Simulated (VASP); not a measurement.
Write the native input for VASP 6.6.1 that does the following.

```yaml
Task: single point
Functional: PBE
Potentials_or_basis: VASP PAW PBE potentials, release 64 (Si, C)
Cutoff: 520 eV
k_mesh: 8 × 4 × 4
Occupations: gaussian, width 0.1 eV
Spin: no spin polarisation
Dipole_correction: no
Further_INCAR_settings: ALGO = Normal; EDIFF = 1e-06; NBANDS = 26
```

The structure of SiC lies in POSCAR:

```
SiC
1.0
    2.6415344573      0.0000000000      0.0000000000
    0.0000000000      5.2830689146      0.0000000000
    0.0000000000      0.0000000000      5.2830689146
Si C
4 4
Direct
    0.5000000000      0.2500000000      0.2500000000
    0.5000000000      0.2500000000      0.7500000000
    0.5000000000      0.7500000000      0.2500000000
    0.5000000000      0.7500000000      0.7500000000
    1.0000000000      0.5000000000      0.5000000000
    1.0000000000      0.5000000000      0.0000000000
    0.0000000000      1.0000000000      0.5000000000
    0.0000000000      0.0000000000      0.0000000000
```

The input as run:

INCAR

```
SYSTEM = SiC
  PREC = Accurate
  ENCUT = 520
  EDIFF = 1E-6
  ISMEAR = 0
  SIGMA = 0.1
  LREAL = .False.
  LASPH = .True.
  NELM = 60
  ALGO = Normal
  ISIF = 2
  LWAVE = .False.
  LCHARG = .False.
  GGA = PE
  NBANDS = 26
```

KPOINTS

```
Automatic mesh
0
Gamma
  8 4 4
  0 0 0
```

Potentials or basis: VASP PAW PBE potentials, release 64 (Si, C).

The run is started by

```sh
$ cat potpaw_PBE.64/Si/POTCAR potpaw_PBE.64/C/POTCAR > POTCAR
$ mpirun -np 1 vasp_std > vasp.out
```

It gave:

```
Pressure               : 0.0 GPa
Band gap on the k mesh : zero (band 16 reaches 12.25 eV, above the bottom of band 17 at 9.63 eV)
```

Wall time 18 s on 1 thread of Intel(R) Xeon(R) 6975P-C (Granite Rapids) (shared host), peak memory 0.19 GiB.
